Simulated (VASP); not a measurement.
# H3C2N in VASP: single point with PBE+D3(BJ)

Aim: the single point of H3C2N with PBE+D3(BJ).

Everything below comes from runs of VASP 6.6.1. Logs are shortened: lines on timing, memory, paths and dates and some standing lists are left out, and cuts for length are marked.

## Step 1: The cell of the first run

The cell holds an amorphous packing of atoms, 36 atoms: a = 8.052 Å, b = 8.052 Å, c = 8.052 Å, α = 90.00°, β = 90.00°, γ = 90.00°.

## Step 2: Single point, PBE+D3(BJ)

INCAR

```
SYSTEM = H3C2N
PREC = Accurate
ENCUT = 520
EDIFF = 1E-6
ISMEAR = -1
SIGMA = 0.05
LREAL = Auto
LASPH = .TRUE.
NELM = 60
ALGO = Normal
ISIF = 2
LWAVE = .FALSE.
LCHARG = .FALSE.
GGA = PE
IVDW = 12
NBANDS = 72
```

KPOINTS

```
regular mesh
0
G
  1 1 1
  0 0 0
```

POSCAR

```
H3C2N
1.0
    8.0517480000      0.0000000000      0.0000000000
    0.0000000000      8.0517480000      0.0000000000
    0.0000000000      0.0000000000      8.0517480000
C N H
12 6 18
Direct
    0.8176435217      0.7475051302      0.2830411314
    0.6754064863      0.6372519034      0.2865336360
    0.2116502542      0.1011424759      0.9077074478
    0.2538434238      0.0084835083      1.0555986191
    0.6348299963      0.3847446533      0.9051931023
    0.7981307929      0.3827248341      0.9805796945
    0.0479196692      0.1671337803      0.4242636130
    0.1746559828      0.2591823659      0.5118013662
    0.5842043012      0.1378276726      0.3937463665
    0.5867776934      0.0687119306      0.5596210297
    0.2456689346      0.6438112529      0.8334207365
    0.1142174093      0.7195105158      0.7367740545
    0.5625451374      0.5473220764      0.2872603477
    0.2881768536     -0.0654707221      1.1748520903
    0.9279856638      0.3804096328      1.0436808480
    0.2780312573      0.3295122060      0.5836892442
    0.5872165631      0.0140947323      0.6933188534
    0.0098549307      0.7821992018      0.6591628817
    0.8570794257      0.7792195976      0.4099194852
    0.9213611481      0.6855975849      0.2196557126
    0.7862804189      0.8611492764      0.2144547932
    0.1700775395      0.2263693602      0.9416312112
    0.3196622553      0.1080121427      0.8249055852
    0.1101826999      0.0386444486      0.8414227854
    0.5433268586      0.4203557603      0.9999610168
    0.6313913467      0.4752212676      0.8032253750
    0.6054381947      0.2612500204      0.8550838435
   -0.0004808686      0.2414452855      0.3203931399
    0.1025057079      0.0521979935      0.3750568712
   -0.0524984319      0.1344517027      0.5104936620
    0.5440474019      0.2682285325      0.3976912097
    0.7083519218      0.1326848317      0.3380270039
    0.4969336509      0.0666319999      0.3165600358
    0.2024457709      0.6201281471      0.9604869542
    0.2808212965      0.5264508691      0.7730851756
    0.3540137915      0.7265712285      0.8377778767
```

Potentials or basis: VASP PAW PBE potentials, release 64 (C, N, H).

Started as:

```bash
$ cat potpaw_PBE.64/C/POTCAR potpaw_PBE.64/N/POTCAR potpaw_PBE.64/H/POTCAR > POTCAR
$ mpirun -np 1 vasp_gam > vasp.out
```

OUTCAR:

```text
SYSTEM = H3C2N
   PREC = Accurate
   ENCUT = 520
   EDIFF = 1E-6
   ISMEAR = -1
   LREAL = Auto
   LASPH = .TRUE.
   NELM = 60
   ISIF = 2
   GGA = PE
   IVDW = 12
 IVDW          = 12

 ion  position               nearest neighbor table
   1  0.818  0.748  0.283-  21 1.10  20 1.10  19 1.10   2 1.45
   2  0.675  0.637  0.287-  13 1.16   1 1.45
   3  0.212  0.101  0.908-  22 1.10  23 1.10  24 1.10   4 1.45
   4  0.254  0.008  0.056-  14 1.16   3 1.45
   5  0.635  0.385  0.905-  26 1.10  25 1.10  27 1.10   6 1.45
   6  0.798  0.383  0.981-  15 1.16   5 1.45
   7  0.048  0.167  0.424-  30 1.10  29 1.10  28 1.10   8 1.44
   8  0.175  0.259  0.512-  16 1.16   7 1.44
   9  0.584  0.138  0.394-  32 1.10  31 1.10  33 1.10  10 1.45
  10  0.587  0.069  0.560-  17 1.16   9 1.45
  11  0.246  0.644  0.833-  34 1.10  36 1.10  35 1.10  12 1.45
  12  0.114  0.720  0.737-  18 1.16  11 1.45
  13  0.563  0.547  0.287-   2 1.16
  14  0.288  0.935  0.175-   4 1.16
  15  0.928  0.380  0.044-   6 1.16
  16  0.278  0.330  0.584-   8 1.16
  17  0.587  0.014  0.693-  10 1.16
[... 17 lines left out ...]
  35  0.281  0.526  0.773-  11 1.10
  36  0.354  0.727  0.838-  11 1.10

  LATTYP: Found a simple cubic cell.
 ALAT       =     8.0517480000

  Lattice vectors:

 A1 = (   8.0517480000,   0.0000000000,   0.0000000000)
 A2 = (   0.0000000000,   8.0517480000,   0.0000000000)
 A3 = (   0.0000000000,   0.0000000000,   8.0517480000)

Analysis of symmetry for initial positions (statically):
=====================================================================
 Subroutine PRICEL returns:
 Original cell was already a primitive cell.

 Routine SETGRP: Setting up the symmetry group for a
 simple cubic supercell.

 Subroutine GETGRP returns: Found  1 space group operations
 (whereof  1 operations were pure point group operations)
 out of a pool of 48 trial point group operations.

The static configuration has the point symmetry C_1 .

Analysis of symmetry for dynamics (positions and initial velocities):
=====================================================================
 Subroutine PRICEL returns:
 Original cell was already a primitive cell.

 Routine SETGRP: Setting up the symmetry group for a
 simple cubic supercell.

 Subroutine GETGRP returns: Found  1 space group operations
 (whereof  1 operations were pure point group operations)
 out of a pool of 48 trial point group operations.

The dynamic configuration has the point symmetry C_1 .

 Subroutine INISYM returns: Found  1 space group operations
 (whereof  1 operations are pure point group operations),
 and found     1 'primitive' translations
[... 145 lines left out ...]
   ISIF   =      2    stress and relaxation
   ISYM   =      2    0-nonsym 1-usesym 2-fastsym
   POTIM  = 0.5000    time-step for ionic-motion
   TEBEG  =    0.0;   TEEND  =   0.0 temperature during run
   PSTRESS=    0.0 pullay stress
   NELECT =      96.0000    total number of electrons
   NUPDOWN=      -1.0000    fix difference up-down
   EMIN   =  10.00;   EMAX   =-10.00  energy-range for DOS
   EFERMI =   0.00;   METHOD = LEGACY
   ISMEAR =    -1;   SIGMA  =   0.05  broadening in eV -4-tet -1-fermi 0-gaus
   EFERMI_NEDOS =   21; number of points for ismear=-14 and -15
   IALGO  =     38    algorithm
   IMIX   =      4    mixing-type and parameters
     AMIX     =   0.40;   BMIX     =  1.00
     AMIX_MAG =   1.60;   BMIX_MAG =  1.00
  volume/ion in A,a.u.               =      14.50        97.85
  Fermi-wavevector in a.u.,A,eV,Ry     =   0.930983  1.759303 11.792568  0.866729
  Thomas-Fermi vector in A             =   2.057429
   LORBIT       =      0    0 simple, 1 ext, 2 COOP (PROOUT), +10 PAW based schemes
   GGA     = PE    functional components
   LHFCALC =     F    Hartree Fock is set to
   AEXX    =    0.0000 exact exchange contribution
   IVDW    =    12    specifies the selected vdW correction
   LEPSILON=     F    determine dielectric tensor
   LRPA    =     F    only Hartree local field effects (RPA)
 non-spin polarized calculation
  energy-cutoff  :      520.00
  volume of cell :      522.00
 maximum number of plane-waves:      6999
 NGX is ok and might be reduce to    60
   NGX = 29   NGY = 29   NGZ = 29

 number of electron      96.0000003 magnetization

 Free energy of the ion-electron system (eV)
  ---------------------------------------------------
  ext. energy  EPLUGINS =         0.00000000
  ---------------------------------------------------
  free energy    TOTEN  =      -221.39222737 eV

  energy without entropy =     -221.39222737  energy(sigma->0) =     -221.39222737

 E-fermi :  -3.4954     XC(G=0):  -6.1995

 val. band max:       -4.7462999110   @ k =   0.0000   0.0000   0.0000
 cond. band min:       1.7640977019   @ k =   0.0000   0.0000   0.0000
 fundamental gap:      6.5103976129
 Fermi energy:        -3.4954276190

 k-point     1 :       0.0000    0.0000    0.0000
  band No.  band energies     occupation
      1     -19.8318      2.00000
      2     -19.7425      2.00000
      3     -19.7018      2.00000
      4     -19.6043      2.00000
      5     -19.5551      2.00000
      6     -19.4895      2.00000
[... 52 lines left out ...]
     59       2.8768      0.00000
     60       3.0520      0.00000
 [bands above 60 left out]

------------------------ aborting loop because EDIFF is reached ----------------------------------------

 Edisp (eV)   -1.59369

 E8    (eV) :    -0.3782

  FORCE on cell =-STRESS in cart. coord.  units (eV):
  Direction    XX          YY          ZZ          XY          YZ          ZX
  --------------------------------------------------------------------------------------
  -------------------------------------------------------------------------------------
  Total       0.65698     0.38157     0.62115    -0.23464     0.28928     0.69545
  in kB       2.01646     1.17115     1.90650    -0.72017     0.88790     2.13455
  external pressure =        1.70 kB  Pullay stress =        0.00 kB

 VOLUME and BASIS-vectors are now :
 -----------------------------------------------------------------------------
  energy-cutoff  :      520.00
  volume of cell :      522.00
      direct lattice vectors                 reciprocal lattice vectors
     8.051748000  0.000000000  0.000000000     0.124196634  0.000000000  0.000000000
     0.000000000  8.051748000  0.000000000     0.000000000  0.124196634  0.000000000
     0.000000000  0.000000000  8.051748000     0.000000000  0.000000000  0.124196634

 POSITION                                       TOTAL-FORCE (eV/Angst)
 -----------------------------------------------------------------------------------
      6.58346      6.01872      2.27898        -0.012458     -0.017198      0.000570
      5.43820      5.13099      2.30710         0.319934      0.257118      0.005060
      1.70415      0.81437      7.30863         0.004148     -0.015299      0.021662
      2.04388      0.06831      0.44767        -0.100322      0.197389     -0.316809
      5.11149      3.09787      7.28839         0.034432      0.009668      0.004901
      6.42635      3.08160      7.89538        -0.354944      0.000388     -0.148604
[... 28 lines left out ...]
      2.26110      4.23885      6.22469         0.032784     -0.017649      0.011795
      2.85043      5.85017      6.74558         0.008204      0.013093     -0.018573
 -----------------------------------------------------------------------------------
    total drift:                               -0.002432      0.008451      0.027967

  FREE ENERGIE OF THE ION-ELECTRON SYSTEM (eV)
  ---------------------------------------------------
  free  energy   TOTEN  =      -222.9859176714 eV

  energy  without entropy=     -222.9859176713  energy(sigma->0) =     -222.98591767
```

OSZICAR:

```text
N       E                     dE             d eps       ncg     rms          rms(c)
DAV:   1     0.715200375888E+03    0.71520E+03   -0.46835E+04   144   0.117E+03
DAV:   2    -0.147853371400E+03   -0.86305E+03   -0.82335E+03   184   0.268E+02
DAV:   3    -0.241420232713E+03   -0.93567E+02   -0.92877E+02   184   0.955E+01
DAV:   4    -0.243915432514E+03   -0.24952E+01   -0.24865E+01   176   0.185E+01
DAV:   5    -0.243992054151E+03   -0.76622E-01   -0.76536E-01   192   0.298E+00    0.268E+01
DAV:   6    -0.225086687901E+03    0.18905E+02   -0.36406E+01   168   0.183E+01    0.143E+01
DAV:   7    -0.221876289085E+03    0.32104E+01   -0.69682E+00   176   0.880E+00    0.720E+00
DAV:   8    -0.221407220108E+03    0.46907E+00   -0.14282E+00   168   0.429E+00    0.273E+00
DAV:   9    -0.221386475796E+03    0.20744E-01   -0.18145E-01   184   0.151E+00    0.671E-01
DAV:  10    -0.221390354707E+03   -0.38789E-02   -0.23784E-02   160   0.666E-01    0.262E-01
DAV:  11    -0.221392336788E+03   -0.19821E-02   -0.64629E-03   160   0.319E-01    0.126E-01
DAV:  12    -0.221392391804E+03   -0.55016E-04   -0.10032E-03   160   0.162E-01    0.391E-02
DAV:  13    -0.221392285818E+03    0.10599E-03   -0.52007E-04   168   0.883E-02    0.307E-02
DAV:  14    -0.221392249772E+03    0.36046E-04   -0.13246E-04   168   0.431E-02    0.157E-02
DAV:  15    -0.221392231171E+03    0.18602E-04   -0.26659E-05   160   0.230E-02    0.833E-03
DAV:  16    -0.221392228123E+03    0.30478E-05   -0.12520E-05   176   0.146E-02    0.377E-03
DAV:  17    -0.221392227370E+03    0.75260E-06   -0.22096E-06   144   0.743E-03
   1 F= -.22298592E+03 E0= -.22298592E+03  d E =-.614463E-10
```

stdout:

```text
POSCAR found type information on POSCAR C N H
 POSCAR found :  3 types and      36 ions
 scaLAPACK will be used
 LDA part: xc-table for (Slater+PW92), standard interpolation
 POSCAR, INCAR and KPOINTS ok, starting setup
 FFT: planning ... GRIDC
 FFT: planning ... GRID_SOFT
 FFT: planning ... GRID
 WAVECAR not read
 entering main loop
```

It took 45 s on 1 thread of Intel Xeon 6975P-C (Granite Rapids), shared host; peak memory 0.47 GiB.

What came out:

```yaml
Free_energy: -222.9859 eV
Pressure: 0.2 GPa
Largest_force: 0.425 eV/Å
Band_gap_on_the_k_mesh: 6.51 eV
Dispersion_energy_per_atom: -0.044 eV
```

Forces on the atoms (eV/Å):
```
C   -0.012 -0.017  0.001
C    0.320  0.257  0.005
C    0.004 -0.015  0.022
C   -0.100  0.197 -0.317
C    0.034  0.010  0.005
C   -0.355  0.000 -0.149
C    0.015  0.010  0.006
C   -0.294 -0.188 -0.176
C   -0.002  0.000  0.015
C    0.000  0.146 -0.379
C   -0.048  0.002 -0.022
C    0.306 -0.126  0.224
N   -0.306 -0.264 -0.007
N    0.078 -0.199  0.322
N    0.375  0.001  0.175
N    0.302  0.205  0.210
N   -0.008 -0.158  0.394
N   -0.301  0.165 -0.220
H    0.004 -0.002  0.025
H    0.020 -0.009 -0.004
H   -0.003  0.012 -0.011
H   -0.001  0.022  0.005
H    0.007  0.010 -0.010
H   -0.012  0.002 -0.020
H   -0.006 -0.005 -0.003
H   -0.010  0.008 -0.019
H   -0.010 -0.002 -0.009
H   -0.011  0.005 -0.015
H   -0.011 -0.023 -0.016
H   -0.025 -0.012  0.005
H   -0.010  0.018 -0.012
H    0.009 -0.007 -0.016
H   -0.010 -0.008 -0.016
H    0.021 -0.027  0.014
H    0.033 -0.018  0.012
H    0.008  0.013 -0.019
```

Stress tensor (GPa, compression positive):
```
 0.20 -0.07  0.21
-0.07  0.12  0.09
 0.21  0.09  0.19
```

Caveat: the k points lie up to 0.78 Å⁻¹ apart.
